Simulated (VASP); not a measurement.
Set up this calculation in VASP 6.6.1, as the native input.

* Task: single point
* Functional: BLYP
* Potentials or basis: VASP PAW PBE potentials, release 64 (Se)
* Cutoff: 520 eV
* k mesh: 10 × 10 × 10
* Occupations: fermi-dirac, width 0.1 eV
* Spin: no spin polarisation
* Dipole correction: no
* Further INCAR settings: ALGO = Normal; EDIFF = 1e-07; NBANDS = 13

The structure of Se lies in POSCAR:

```
Se
1.0
    0.0000000000      3.3714542315      3.3714542315
    3.3714542315      0.0000000000      3.3714542315
    3.3714542315      3.3714542315      0.0000000000
Se
2
Direct
    0.1250000000      0.1250000000      0.1250000000
    0.8750000000      0.8750000000      0.8750000000
```

This cell differs from its parent crystal: volume scaled by 1.12.

These files were run (other wordings do the same):

INCAR

```
SYSTEM = Se
PREC     = Accurate       ! precision mode
ENCUT    = 520            ! plane-wave cutoff, eV
EDIFF    = 1E-7           ! SCF threshold, eV
ISMEAR   = -1             ! smearing method
SIGMA    = 0.1            ! smearing width, eV
LREAL    = .False.        ! projectors in reciprocal space
LASPH    = .True.         ! aspherical terms in the spheres
NELM     = 100            ! most SCF steps
ALGO     = Normal         ! electronic algorithm
ISIF     = 2              ! what is computed and relaxed
LWAVE    = .False.        ! write WAVECAR
LCHARG   = .False.        ! write CHGCAR
GGA      = B5             ! functional
ALDAX    = 1.0          
AGGAX    = 1.0          
AGGAC    = 1.0          
ALDAC    = 0.0          
NBANDS   = 13             ! bands
```

KPOINTS

```
Automatic mesh
0
Gamma
  10 10 10
  0 0 0
```

Potentials or basis: VASP PAW PBE potentials, release 64 (Se).

The run is started by

```console
$ cat potpaw_PBE.64/Se/POTCAR > POTCAR
$ mpirun -np 1 vasp_std > vasp.out
```

It gave:

- Pressure: -2.9 GPa
- Band gap on the k mesh: zero (band 6 reaches 1.13 eV, above the bottom of band 7 at 0.31 eV)

Caveat: the PAW data sets were made with another functional, which shifts forces and pressure a little.

It took 30 s on 1 thread of Intel(R) Xeon(R) 6975P-C (Granite Rapids), on a shared host, peak memory 0.21 GiB.
